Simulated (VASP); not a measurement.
# CaSe (F-43m) in VASP: density of states with PBE

Aim: the density of states of CaSe with PBE.

All numbers are computed with VASP 6.6.1; they aren't measurements. Logs are shortened: lines on timing, memory, paths and dates and some standing lists are left out, and cuts for length are marked.

## Step 1: The cell of the first run

Symmetry: F-43m, No. 216, cubic system. The conventional cell has a = 6.600 Å, b = 6.600 Å, c = 6.600 Å, α = 90.00°, β = 90.00°, γ = 90.00°. Within 3.8 Å of Ca (site symmetry -43m) lie 4 Se at 2.86 Å. Within 3.8 Å of Se (site symmetry -43m) lie 4 Ca at 2.86 Å.

## Step 2: Density of states, PBE

POSCAR

```
CaSe
1.0
    0.0000000000      3.3000000000      3.3000000000
    3.3000000000      0.0000000000      3.3000000000
    3.3000000000      3.3000000000      0.0000000000
Ca Se
1 1
Direct
    0.0000000000      0.0000000000      0.0000000000
    0.7500000000      0.7500000000      0.7500000000
```

INCAR.step1

```
SYSTEM = CaSe
PREC = Accurate
ENCUT = 400
EDIFF = 1E-6
ISMEAR = 0
SIGMA = 0.1
LREAL = .False.
LASPH = .True.
NELM = 120
ALGO = Normal
ISIF = 2
LWAVE = .False.
LCHARG = .True.
GGA = PE
NBANDS = 15
GGA_COMPAT = .False.
NEDOS = 2001
LORBIT = 11
```

KPOINTS.step1

```
regular mesh
0
Gamma
  2 2 2
  0 0 0
```

INCAR.step2

```
SYSTEM = CaSe
PREC = Accurate
ENCUT = 400
EDIFF = 1E-6
ISMEAR = 0
SIGMA = 0.1
LREAL = .False.
LASPH = .True.
NELM = 120
ALGO = Normal
ISIF = 2
LWAVE = .False.
LCHARG = .False.
GGA = PE
LORBIT = 10
NEDOS = 1001
ICHARG = 11
GGA_COMPAT = .False.
```

KPOINTS.step2

```
regular mesh
0
Gamma
  3 3 3
  0 0 0
```

Potentials or basis: VASP PAW PBE potentials, release 64 (Ca_sv, Se).

Started as:

```console
$ cat potpaw_PBE.64/Ca_sv/POTCAR potpaw_PBE.64/Se/POTCAR > POTCAR
$ cp INCAR.step1 INCAR
$ cp KPOINTS.step1 KPOINTS
$ mpirun -np 1 vasp_std > vasp.out
$ cp INCAR.step2 INCAR
$ cp KPOINTS.step2 KPOINTS
$ mpirun -np 1 vasp_std > vasp.out
```

OUTCAR:

```text
SYSTEM = CaSe
   PREC = Accurate
   ENCUT = 400
   EDIFF = 1E-6
   ISMEAR = 0
   LREAL = .False.
   LASPH = .True.
   NELM = 120
   ISIF = 2
   GGA = PE
   LORBIT = 10
   ICHARG = 11

 ion  position               nearest neighbor table
   1  0.000  0.000  0.000-   2 2.86   2 2.86   2 2.86   2 2.86
   2  0.750  0.750  0.750-   1 2.86   1 2.86   1 2.86   1 2.86

  LATTYP: Found a face centered cubic cell.
 ALAT       =     6.6000000000

  Lattice vectors:

 A1 = (   0.0000000000,   3.3000000000,   3.3000000000)
 A2 = (   3.3000000000,   0.0000000000,   3.3000000000)
 A3 = (   3.3000000000,   3.3000000000,   0.0000000000)

Analysis of symmetry for initial positions (statically):
=====================================================================
 Subroutine PRICEL returns:
 Original cell was already a primitive cell.

 Routine SETGRP: Setting up the symmetry group for a
 face centered cubic supercell.

 Subroutine GETGRP returns: Found 24 space group operations
 (whereof 24 operations were pure point group operations)
 out of a pool of 48 trial point group operations.

The static configuration has the point symmetry T_d .

Analysis of symmetry for dynamics (positions and initial velocities):
=====================================================================
 Subroutine PRICEL returns:
 Original cell was already a primitive cell.

 Routine SETGRP: Setting up the symmetry group for a
 face centered cubic supercell.

 Subroutine GETGRP returns: Found 24 space group operations
 (whereof 24 operations were pure point group operations)
 out of a pool of 48 trial point group operations.

The dynamic configuration has the point symmetry T_d .

 Subroutine INISYM returns: Found 24 space group operations
 (whereof 24 operations are pure point group operations),
 and found     1 'primitive' translations

----------------------------------------------------------------------------------------

                                     Primitive cell

  volume of cell :      71.8740

  direct lattice vectors                    reciprocal lattice vectors
     0.000000000  3.300000000  3.300000000    -0.151515152  0.151515152  0.151515152
     3.300000000  0.000000000  3.300000000     0.151515152 -0.151515152  0.151515152
     3.300000000  3.300000000  0.000000000     0.151515152  0.151515152 -0.151515152

  length of vectors
     4.666904756  4.666904756  4.666904756     0.262431941  0.262431941  0.262431941

  position of ions in fractional coordinates (direct lattice)
     0.000000000  0.000000000  0.000000000
     0.750000000  0.750000000  0.750000000

  ion indices of the primitive-cell ions
   primitive index   ion index
                 1           1
                 2           2

----------------------------------------------------------------------------------------

 KPOINTS: regular mesh

Automatic generation of k-mesh.
 Grid dimensions read from file:
 generate k-points for:    3    3    3

 Generating k-lattice:

  Cartesian coordinates                     Fractional coordinates (reciprocal lattice)
    -0.050505051  0.050505051  0.050505051     0.333333333  0.000000000  0.000000000
     0.050505051 -0.050505051  0.050505051     0.000000000  0.333333333  0.000000000
     0.050505051  0.050505051 -0.050505051     0.000000000  0.000000000  0.333333333

  Length of vectors
     0.087477314  0.087477314  0.087477314

  Shift w.r.t. Gamma in fractional coordinates (k-lattice)
     0.000000000  0.000000000  0.000000000

 Subroutine IBZKPT returns following result:
 ===========================================

 Found      4 irreducible k-points:

 Following reciprocal coordinates:
            Coordinates               Weight
  0.000000  0.000000  0.000000      1.000000
  0.333333  0.000000  0.000000      8.000000
  0.333333  0.333333  0.000000      6.000000
 -0.333333  0.333333  0.000000     12.000000
   k-points           NKPTS =      4   k-points in BZ     NKDIM =      4   number of bands    NBANDS=     12
   number of dos      NEDOS =   1001   number of ions     NIONS =      2
   total plane-waves  NPLWV =  27000
   dimension x,y,z NGX =    30 NGY =   30 NGZ =   30
   dimension x,y,z NGXF=    60 NGYF=   60 NGZF=   60
   ions per type =               1   1
   NGX,Y,Z   is equivalent  to a cutoff of  10.69, 10.69, 10.69 a.u.
   NGXF,Y,Z  is equivalent  to a cutoff of  21.37, 21.37, 21.37 a.u.
 SYSTEM =  CaSe
   PREC   = accura    normal or accurate (medium, high low for compatibility)
   ISTART =      0    job   : 0-new  1-cont  2-samecut
   ICHARG =     11    charge: 1-file 2-atom 10-const
   ISPIN  =      1    spin polarized calculation?
   LNONCOLLINEAR =      F non collinear calculations
   LSORBIT =      F    spin-orbit coupling
   LASPH  =      T    aspherical Exc in radial PAW
   ENCUT  =  400.0 eV  29.40 Ry    5.42 a.u.   7.61  7.61  7.61*2*pi/ulx,y,z
   NELM   =    120;   NELMIN=  2; NELMDL=  0     # of ELM steps
   EDIFF  = 0.1E-05   stopping-criterion for ELM
   LREAL  =      F    real-space projection
   EDIFFG = 0.1E-04   stopping-criterion for IOM
   NSW    =      0    number of steps for IOM
   IBRION =     -1    ionic relax: 0-MD 1-quasi-New 2-CG
   NFREE  =      0    steps in history (QN), initial steepest desc. (CG)
   ISIF   =      2    stress and relaxation
   ISYM   =      2    0-nonsym 1-usesym 2-fastsym
   POTIM  = 0.5000    time-step for ionic-motion
   TEBEG  =    0.0;   TEEND  =   0.0 temperature during run
   PSTRESS=    0.0 pullay stress
   NELECT =      16.0000    total number of electrons
   NUPDOWN=      -1.0000    fix difference up-down
   EMIN   =  10.00;   EMAX   =-10.00  energy-range for DOS
   EFERMI =   0.00;   METHOD = LEGACY
   ISMEAR =     0;   SIGMA  =   0.10  broadening in eV -4-tet -1-fermi 0-gaus
   EFERMI_NEDOS =   21; number of points for ismear=-14 and -15
   IALGO  =     38    algorithm
   IMIX   =      4    mixing-type and parameters
     AMIX     =   0.40;   BMIX     =  1.00
     AMIX_MAG =   1.60;   BMIX_MAG =  1.00
  volume/ion in A,a.u.               =      35.94       242.51
  Fermi-wavevector in a.u.,A,eV,Ry     =   0.992181  1.874950 13.393889  0.984423
  Thomas-Fermi vector in A             =   2.123975
   LORBIT       =     10    0 simple, 1 ext, 2 COOP (PROOUT), +10 PAW based schemes
   GGA     = PE    functional components
   LHFCALC =     F    Hartree Fock is set to
   AEXX    =    0.0000 exact exchange contribution
   IVDW    =     0    specifies the selected vdW correction
   LEPSILON=     F    determine dielectric tensor
   LRPA    =     F    only Hartree local field effects (RPA)
 non-spin polarized calculation
 Gauss-broadening in eV      SIGMA  =   0.10
  energy-cutoff  :      400.00
  volume of cell :       71.87
 maximum number of plane-waves:      1308
 NGX is ok and might be reduce to    30

 number of electron      16.0000001 magnetization

 Free energy of the ion-electron system (eV)
  ---------------------------------------------------
  ext. energy  EPLUGINS =         0.00000000
  ---------------------------------------------------
  free energy    TOTEN  =        -8.95881992 eV

  energy without entropy =       -8.95881992  energy(sigma->0) =       -8.95881992

 E-fermi :   0.1880     XC(G=0):  -7.4771

 val. band max:       -0.2727502631   @ k =  -0.3333   0.3333   0.0000
 cond. band min:       2.8707623558   @ k =   0.0000   0.0000   0.0000
 fundamental gap:      3.1435126189
 Fermi energy:         0.1880139062

 k-point     1 :       0.0000    0.0000    0.0000
  band No.  band energies     occupation
      1     -39.4186      2.00000
      2     -20.4361      2.00000
      3     -20.4361      2.00000
      4     -20.4361      2.00000
      5     -10.5391      2.00000
      6      -0.3559      2.00000
      7      -0.3559      2.00000
      8      -0.3559      2.00000
      9       2.8708      0.00000
     10       5.0299      0.00000
     11       5.0299      0.00000
     12       7.0076      0.00000

 k-point     2 :       0.3333    0.0000    0.0000
  band No.  band energies     occupation
      1     -39.4175      2.00000
      2     -20.4667      2.00000
      3     -20.4399      2.00000
      4     -20.4399      2.00000
      5     -10.3530      2.00000
      6      -1.2811      2.00000
      7      -0.2953      2.00000
      8      -0.2953      2.00000
      9       4.6649      0.00000
     10       4.9392      0.00000
     11       4.9392      0.00000
     12       5.7291      0.00000

 k-point     3 :       0.3333    0.3333    0.0000
  band No.  band energies     occupation
      1     -39.4170      2.00000
      2     -20.4686      2.00000
      3     -20.4452      2.00000
      4     -20.4452      2.00000
      5     -10.2924      2.00000
      6      -1.3364      2.00000
      7      -0.3246      2.00000
      8      -0.3246      2.00000
      9       3.5931      0.00000
     10       5.2153      0.00000
     11       5.5536      0.00000
     12       6.0473      0.00000

 k-point     4 :      -0.3333    0.3333    0.0000
  band No.  band energies     occupation
      1     -39.4166      2.00000
      2     -20.4728      2.00000
      3     -20.4544      2.00000
      4     -20.4444      2.00000
      5     -10.2300      2.00000
      6      -1.0459      2.00000
      7      -0.9353      2.00000
      8      -0.2728      2.00000
      9       3.7605      0.00000
     10       4.8724      0.00000
     11       5.0155      0.00000
     12       6.1828      0.00000

------------------------ aborting loop because EDIFF is reached ----------------------------------------

  FORCE on cell =-STRESS in cart. coord.  units (eV):
  Direction    XX          YY          ZZ          XY          YZ          ZX
  --------------------------------------------------------------------------------------
  -------------------------------------------------------------------------------------
  Total       -1.0855381     -1.0855381     -1.0855381     -0.0000000      0.0000000     -0.0000000
  in kB      -24.1982432    -24.1982432    -24.1982432     -0.0000000      0.0000000     -0.0000000
  external PRESSURE =     -24.1982432 kB  Pullay stress =       0.0000000 kB

 VOLUME and BASIS-vectors are now :
 -----------------------------------------------------------------------------
  energy-cutoff  :      400.00
  volume of cell :       71.87
      direct lattice vectors                 reciprocal lattice vectors
     0.000000000  3.300000000  3.300000000    -0.151515152  0.151515152  0.151515152
     3.300000000  0.000000000  3.300000000     0.151515152 -0.151515152  0.151515152
     3.300000000  3.300000000  0.000000000     0.151515152  0.151515152 -0.151515152

 POSITION                                       TOTAL-FORCE (eV/Angst)
 -----------------------------------------------------------------------------------
      0.00000      0.00000      0.00000         0.000000      0.000000      0.000000
      4.95000      4.95000      4.95000        -0.000000     -0.000000     -0.000000
 -----------------------------------------------------------------------------------
    total drift:                               -0.000000     -0.000000     -0.000000

  FREE ENERGIE OF THE ION-ELECTRON SYSTEM (eV)
  ---------------------------------------------------
  free  energy   TOTEN  =        -8.9588199176 eV

  energy  without entropy=       -8.9588199176  energy(sigma->0) =       -8.95881992

 total charge

# of ion       s       p       d       tot
------------------------------------------
    1        2.042   5.847   0.237   8.125
    2        1.426   2.469   0.002   3.897
--------------------------------------------------
tot          3.467   8.315   0.240  12.023
```

Run time: 5.4 s. Hardware: 1 thread of Intel Xeon Platinum 8481C at 2.70GHz (Sapphire Rapids), shared host; peak memory 0.15 GiB.

What came out:

| Property | Result |
| --- | --- |
| Valence electrons inside the program's atomic spheres | Ca 8.12; Se 3.90 |

Levels at points of the mesh, in eV from the valence-band top:
```tsv
k point	band 6	band 7	band 8	band 9	band 10	band 11
(0.00, 0.00, 0.00)	-0.08	-0.08	-0.08	3.14	5.30	5.30
```

Caveat: the k points lie up to 0.82 Å⁻¹ apart.
